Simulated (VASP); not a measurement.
Input of a VASP 6.6.1 run:

INCAR

```
ALGO = Normal
EDIFF = 1E-8
ENCUT = 520
ISIF = 2
ISMEAR = -1
LASPH = True
LCHARG = False
LEFG = True
LREAL = False
LWAVE = False
NBANDS = 27
NELM = 80
PREC = Accurate
SIGMA = 0.01
```

Contents of KPOINTS:

```
k-points
0
Gamma
  5 5 5
```

File POSCAR:

```
KTaO3
1.0
    3.9484170000      0.0000000000      0.0000000000
    0.0000000000      3.9484170000      0.0000000000
    0.0000000000      0.0000000000      3.9883000000
K Ta O
1 1 3
Direct
    0.5000000000      0.5000000000      0.5000000000
    0.0000000000      0.0000000000      0.0000000000
    0.5000000000      0.0000000000      0.0000000000
    0.0000000000      0.5000000000      0.0000000000
    0.0000000000      0.0000000000      0.5000000000
```

Potentials or basis: VASP PAW LDA potentials, release 64 (K_sv, Ta_pv, O).

Run with:

```console
$ cat potpaw_LDA.64/K_sv/POTCAR potpaw_LDA.64/Ta_pv/POTCAR potpaw_LDA.64/O/POTCAR > POTCAR
$ mpirun -np 1 vasp_std > vasp.out
```

Problem. Estimate the band gap on the k mesh.

Solution. 2.17 eV (least direct gap 2.66 eV).

Problem. Predict the pressure.

Solution. -0.2 GPa.

Electric field gradients, principal values (V/Å²):
| atom | least | middle | greatest (by size) |
| --- | --- | --- | --- |
| 1 K | -0.569 | -0.569 | 1.137 |
| 2 Ta | -28.847 | -28.847 | 57.694 |
| 3 O | -3.429 | -6.127 | 9.556 |
| 4 O | -3.429 | -6.127 | 9.556 |
| 5 O | -7.922 | -7.922 | 15.845 |

Caveat: the cell differs from its parent crystal (equal xx and yy strain of -1 %); without QUAD_EFG the Cq values of the log hold for a quadrupole moment of 1 mb, not for the nuclei; spin-orbit coupling is left out, which moves the levels of the heavy elements; an odd mesh through Γ misses points on the zone boundary, where band edges can lie.
